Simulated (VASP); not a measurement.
Wanted: the native input for a VASP 6.6.1 run.

* Task: single point
* Functional: r2SCAN
* Potentials or basis: VASP PAW PBE potentials, release 64 (Al, N)
* Cutoff: 520 eV
* k mesh: 8 × 8 × 5
* Occupations: gaussian, width 0.01 eV
* Spin: no spin polarisation
* Dipole correction: no
* Further INCAR settings: ALGO = Normal; EDIFF = 1e-06; NBANDS = 16

Crystal: AlN (wurtzite).

```
CELL_PARAMETERS angstrom
3.09117 0.00000 0.00000
-1.54558 2.67703 0.00000
0.00000 0.00000 4.97834
ATOMIC_POSITIONS crystal
Al 0.33333 0.66667 0.00062
Al 0.66667 0.33333 0.50062
N 0.33333 0.66667 0.38138
N 0.66667 0.33333 0.88138
```

These files were run (other wordings do the same):

POSCAR

```
AlN
1.0
    3.0911681109      0.0000000000      0.0000000000
   -1.5455840554      2.6770301114      0.0000000000
    0.0000000000      0.0000000000      4.9783374663
Al N
2 2
Direct
    0.3333333333      0.6666666667      0.0006153801
    0.6666666667      0.3333333333      0.5006153801
    0.3333333333      0.6666666667      0.3813846199
    0.6666666667      0.3333333333      0.8813846199
```

INCAR.step1

```
PREC     = Accurate       # precision mode
ENCUT    = 520            # plane-wave cutoff, eV
ISMEAR   = 0              # smearing method
SIGMA    = 0.01           # smearing width, eV
LREAL    = F              # projectors in reciprocal space
LASPH    = T              # aspherical terms in the spheres
NELM     = 100            # most SCF steps
NBANDS   = 16             # bands
GGA      = PE             # functional
ALGO     = Normal         # electronic algorithm
EDIFF    = 1E-4           # SCF threshold, eV
LWAVE    = T              # write WAVECAR
LCHARG   = F              # write CHGCAR
```

INCAR.step2

```
PREC     = Accurate       # precision mode
ENCUT    = 520            # plane-wave cutoff, eV
EDIFF    = 1E-6           # SCF threshold, eV
ISMEAR   = 0              # smearing method
SIGMA    = 0.01           # smearing width, eV
LREAL    = F              # projectors in reciprocal space
LASPH    = T              # aspherical terms in the spheres
NELM     = 100            # most SCF steps
ALGO     = Normal         # electronic algorithm
ISIF     = 2              # what is computed and relaxed
LWAVE    = F              # write WAVECAR
LCHARG   = F              # write CHGCAR
METAGGA  = R2SCAN         # meta-GGA
LMIXTAU  = T            
NBANDS   = 16             # bands
ISTART   = 1
```

KPOINTS

```
Automatic mesh
0
Gamma
  8 8 5
```

Potentials or basis: VASP PAW PBE potentials, release 64 (Al, N).

Launch:

```console
$ cat potpaw_PBE.64/Al/POTCAR potpaw_PBE.64/N/POTCAR > POTCAR
$ cp INCAR.step1 INCAR
$ mpirun -np 1 vasp_std > vasp.out
$ cp INCAR.step2 INCAR
$ mpirun -np 1 vasp_std > vasp.out
```

Results of the run:

- Pressure: 1.8 GPa
- Band gap on the k mesh: 5.04 eV, direct

Caveat: the PAW data sets were made with another functional, which shifts forces and pressure a little.

It took 25 s on 1 thread of Intel(R) Xeon(R) 6975P-C (Granite Rapids), with other jobs on the host, peak memory 0.16 GiB.
